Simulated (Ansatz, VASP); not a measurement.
**Two plane-wave programs on Sn**

```
CELL_PARAMETERS angstrom
0.00000 2.41066 2.41066
2.41066 0.00000 2.41066
2.41066 2.41066 0.00000
ATOMIC_POSITIONS crystal
Sn 0.00000 0.00000 0.00000
```

Alike in both runs: functional PBE; k mesh 16 × 16 × 16; occupations gaussian, width 0.1 eV; no spin polarisation.

Ansatz relaxed the structure, and its values are those at the end. VASP's run is a single point on that final structure, the one shown.

|  | VASP | Ansatz |
| --- | --- | --- |
| version | VASP 6.6.1 | Ansatz 0.2.0 |
| potentials or method | VASP PAW PBE potentials, release 64 (Sn_d), cutoff 520 eV | scalar-relativistic, plane waves, PAW |
| valence electrons in the cell | 14 | 14 |

|  | VASP | Ansatz | Ansatz less VASP |
| --- | --- | --- | --- |
| gap on the k mesh at the Fermi level (eV) | none | none | - |
| pressure (GPa) | -0.1 | 0.0 | +0.03 |

A gap of «none» marks a metal or a gap that the smearing closes.
